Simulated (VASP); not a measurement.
Wanted: the native input for a VASP 6.6.1 run.

```
Task                   : single point
Functional             : PBE
Potentials or basis    : VASP PAW PBE potentials, release 64 (Ni, Si)
Cutoff                 : 520 eV
k mesh                 : 14 × 14 × 14
Occupations            : fermi-dirac, width 0.08 eV
Spin                   : no spin polarisation
Dipole correction      : no
Further INCAR settings : ALGO = Normal; EDIFF = 1e-07; NBANDS = 14
```

The structure of SiNi (rocksalt type) lies in POSCAR:

```
SiNi
1.0
    0.0000000000      2.2715671400      2.2715671400
    2.2715671400      0.0000000000      2.2715671400
    2.2715671400      2.2715671400      0.0000000000
Ni Si
1 1
Direct
    0.0000000000      0.0000000000      0.0000000000
    0.5000000000      0.5000000000      0.5000000000
```

The input as run:

INCAR

```
SYSTEM = SiNi
PREC = Accurate
ENCUT = 520
EDIFF = 1E-7
ISMEAR = -1
SIGMA = 0.08
LREAL = .FALSE.
LASPH = .TRUE.
NELM = 60
ALGO = Normal
ISIF = 2
LWAVE = .FALSE.
LCHARG = .FALSE.
GGA = PE
NBANDS = 14
```

KPOINTS

```
regular mesh
0
G
  14 14 14
  0 0 0
```

Potentials or basis: VASP PAW PBE potentials, release 64 (Ni, Si).

Launch:

```console
$ cat potpaw_PBE.64/Ni/POTCAR potpaw_PBE.64/Si/POTCAR > POTCAR
$ mpirun -np 1 vasp_std > vasp.out
```

It gave:

```
Pressure               : 23.9 GPa
Band gap on the k mesh : zero (bands 7 and 8 overlap by 5.62 eV)
```

Caveat: the cell stands under pressure.

Run time: 20 s on 1 thread of Intel(R) Xeon(R) Platinum 8259CL CPU @ 2.50GHz (Skylake/Cascade Lake) (shared host), peak memory 0.15 GiB.
